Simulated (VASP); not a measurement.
A run of VASP 6.6.1:

File INCAR:

```
PREC = Accurate
ENCUT = 520
EDIFF = 1E-7
ISMEAR = -1
SIGMA = 0.08
LREAL = F
LASPH = T
NELM = 60
ALGO = Normal
ISIF = 2
LWAVE = F
LCHARG = T
GGA = PE
LELF = T
LVHAR = T
NBANDS = 16
```

Contents of KPOINTS:

```
Automatic mesh
0
Gamma
  15 15 13
```

POSCAR

```
TiB2
1.0
    3.0291982016      0.0000000000      0.0000000000
   -1.5145991008      2.6233625957      0.0000000000
    0.0000000000      0.0000000000      3.1638320000
Ti B
1 2
Direct
    0.0000000000      0.0000000000      0.0000000000
    0.3333333333      0.6666666667      0.5000000000
    0.6666666667      0.3333333333      0.5000000000
```

Potentials or basis: VASP PAW PBE potentials, release 64 (Ti_sv, B).

Launch:

```console
$ cat potpaw_PBE.64/Ti_sv/POTCAR potpaw_PBE.64/B/POTCAR > POTCAR
$ mpirun -np 1 vasp_std > vasp.out
```

Hardware: 1 thread of Intel(R) Xeon(R) Platinum 8259CL CPU @ 2.50GHz (Skylake/Cascade Lake) (shared host).

Q: Estimate the wall time of this run.

A: Wall time 62 s on 1 thread of Intel(R) Xeon(R) Platinum 8259CL CPU @ 2.50GHz (Skylake/Cascade Lake) (shared host), peak memory 0.19 GiB. Counts: scf iterations 14, k points 189.
